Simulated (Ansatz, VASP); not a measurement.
## Two plane-wave programs on CuF

File INCAR:

```
SYSTEM = CuF
PREC     = Accurate       ! precision mode
ENCUT    = 520            ! plane-wave cutoff, eV
EDIFF    = 1E-6           ! SCF threshold, eV
ISMEAR   = -1             ! smearing method
SIGMA    = 0.02           ! smearing width, eV
LREAL    = .False.        ! projectors in reciprocal space
LASPH    = .True.         ! aspherical terms in the spheres
NELM     = 60             ! most SCF steps
ALGO     = Normal         ! electronic algorithm
ISIF     = 2              ! what is computed and relaxed
LWAVE    = .False.        ! write WAVECAR
LCHARG   = .False.        ! write CHGCAR
GGA      = PE             ! functional
NBANDS   = 26             ! bands
```

KPOINTS

```
Automatic mesh
0
Gamma
  9 9 4
  0 0 0
```

The input POSCAR:

```
CuF
1.0
    2.9206760125      0.0000000000      0.0000000000
   -1.4603380063      2.5293796231      0.0000000000
    0.0000000000      0.0000000000      6.9412653214
Cu F
2 2
Direct
    0.3333333333      0.6666666667      0.0460751685
    0.6666666667      0.3333333333      0.5460751685
    0.3333333333      0.6666666667      0.3289248315
    0.6666666667      0.3333333333      0.8289248315
```

Input for Ansatz:

```yaml
crystal:
  lattice:
    - [2.9206760125, 0.0, 0.0]
    - [-1.4603380063, 2.5293796231, 0.0]
    - [0.0, 0.0, 6.9412653214]
  atoms:
    - { symbol: Cu, position: [0.3333333333, 0.6666666667, 0.0460751685] }
    - { symbol: Cu, position: [0.6666666667, 0.3333333333, 0.5460751685] }
    - { symbol: F, position: [0.3333333333, 0.6666666667, 0.3289248315] }
    - { symbol: F, position: [0.6666666667, 0.3333333333, 0.8289248315] }
kpoints:
  mp_grid: { grid: [9, 9, 4] }
hamiltonian:
  xc: pbe
scf:
  occupations: { method: fermi_dirac, width: 0.02 }
  n_extra_bands: 5
output:
  forces: true
  stress: true
  eigenvalues: true
```

Alike in both runs: task single point; functional PBE; k mesh 9 × 9 × 4; occupations fermi-dirac, width 0.02 eV; no spin polarisation.

```csv
,VASP,Ansatz
version,VASP 6.6.1,Ansatz 0.2.0
potentials or method,"VASP PAW PBE potentials, release 64 (Cu, F)","plane waves, PAW"
plane-wave cutoff (eV),520,420
valence electrons in the cell,36,52
```

|  | VASP | Ansatz | Ansatz less VASP |
| --- | --- | --- | --- |
| pressure (GPa) | -4.3 | -4.5 | -0.15 |
| traceless stress, the component that is largest in VASP (GPa) | -2.99 | -3.32 | -0.324 |
| rms of the force components (eV/Å) | 0.010 | 0.039 | +0.0290 |

Atom by atom the forces differ by 0.029 eV/Å (rms over components). VASP's potentials hold 36 valence electrons a cell and Ansatz's 52, so a difference there can come from the potentials and not from the codes.
